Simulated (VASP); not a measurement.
Write the native input for VASP 6.6.1 that does the following.

| Item | Value |
| --- | --- |
| Task | single point |
| Functional | r2SCAN |
| Potentials or basis | VASP PAW PBE potentials, release 64 (Cu, I) |
| Cutoff | 520 eV |
| k mesh | 6 × 6 × 6 |
| Occupations | fermi-dirac, width 0.02 eV |
| Spin | no spin polarisation |
| Dipole correction | no |
| Further INCAR settings | ALGO = Normal; EDIFF = 1e-07; NBANDS = 16 |

CuI:

```
Cu I
1.0
     0.00000    2.79781    2.79781
     2.79781    0.00000    2.79781
     2.79781    2.79781    0.00000
Cu I
1 1
Direct
  0.00000 0.00000 0.00000
  0.50000 0.50000 0.50000
```

This cell differs from its parent crystal: volume changed by -6%.

The input as run:

POSCAR

```
CuI
1.0
    0.0000000000      2.7978060284      2.7978060284
    2.7978060284      0.0000000000      2.7978060284
    2.7978060284      2.7978060284      0.0000000000
Cu I
1 1
Direct
    0.0000000000      0.0000000000      0.0000000000
    0.5000000000      0.5000000000      0.5000000000
```

INCAR.step1

```
SYSTEM = CuI
ALGO     = Normal         ! electronic algorithm
EDIFF    = 1E-4           ! SCF threshold, eV
ENCUT    = 520            ! plane-wave cutoff, eV
GGA      = PE             ! functional
ISMEAR   = -1             ! smearing method
LASPH    = .True.         ! aspherical terms in the spheres
LCHARG   = .False.        ! write CHGCAR
LREAL    = .False.        ! projectors in reciprocal space
LWAVE    = .True.         ! write WAVECAR
NBANDS   = 16             ! bands
NELM     = 80             ! most SCF steps
PREC     = Accurate       ! precision mode
SIGMA    = 0.02           ! smearing width, eV
```

INCAR.step2

```
SYSTEM = CuI
ALGO     = Normal         ! electronic algorithm
EDIFF    = 1E-7           ! SCF threshold, eV
ENCUT    = 520            ! plane-wave cutoff, eV
ISIF     = 2              ! what is computed and relaxed
ISMEAR   = -1             ! smearing method
ISTART   = 1            
LASPH    = .True.         ! aspherical terms in the spheres
LCHARG   = .False.        ! write CHGCAR
LMIXTAU  = .True.       
LREAL    = .False.        ! projectors in reciprocal space
LWAVE    = .False.        ! write WAVECAR
METAGGA  = R2SCAN         ! meta-GGA
NBANDS   = 16             ! bands
NELM     = 80             ! most SCF steps
PREC     = Accurate       ! precision mode
SIGMA    = 0.02           ! smearing width, eV
```

KPOINTS

```
k-points
0
Gamma
  6 6 6
  0 0 0
```

Potentials or basis: VASP PAW PBE potentials, release 64 (Cu, I).

The run is started by

```sh
$ cat potpaw_PBE.64/Cu/POTCAR potpaw_PBE.64/I/POTCAR > POTCAR
$ cp INCAR.step1 INCAR
$ mpirun -np 1 vasp_std > vasp.out
$ cp INCAR.step2 INCAR
$ mpirun -np 1 vasp_std > vasp.out
```

Results of the run:

| Property | Result |
| --- | --- |
| Pressure | 3.6 GPa |
| Band gap on the k mesh | zero (band 9 reaches 6.98 eV, above the bottom of band 10 at 6.74 eV) |

Caveat: the PAW data sets were made with another functional, which shifts forces and pressure a little; spin-orbit coupling is left out, which moves the levels of the heavy elements; semilocal functionals often make such compounds metallic where correlation or magnetic order opens a gap, which also shifts bond lengths.

It took 70 s on 1 thread of Intel(R) Xeon(R) Platinum 8259CL CPU @ 2.50GHz (Skylake/Cascade Lake) (shared host), peak memory 0.17 GiB.
